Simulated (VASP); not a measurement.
**Rh: single point with PBEsol**

The system is Rh.

```
Rh
1.0
     0.00000    2.68146    2.68146
     2.68146    0.00000    2.68146
     2.68146    2.68146    0.00000
Rh
2
Direct
  0.12500 0.12500 0.12500
  0.87500 0.87500 0.87500
```

This isn't the form of Rh at room conditions, which is fcc.

| Property | Result |
| --- | --- |
| Program | VASP 6.6.1 |
| Task | single point |
| Functional | PBEsol |
| Potentials or basis | VASP PAW PBE potentials, release 64 (Rh_pv) |
| Cutoff | 520 eV |
| k mesh | 11 × 11 × 11 |
| Occupations | fermi-dirac, width 0.1 eV |
| Spin | no spin polarisation |

The pressure is 6.8 GPa and the band gap on the k mesh is zero (bands 15 and 16 overlap by 1.27 eV).

Levels at points of the mesh, in eV from the Fermi level:
```tsv
k point	band 13	band 14	band 15	band 16	band 17	band 18
(0.00, 0.00, 0.00)	-1.59	-1.59	-1.59	0.48	0.48	12.71
```

It took 57 s on 1 thread of Intel Xeon 8259CL, with other jobs on the host, peak memory 0.18 GiB.

Caveat: the cell stands under pressure; the PAW data sets were made with another functional, which shifts forces and pressure a little.
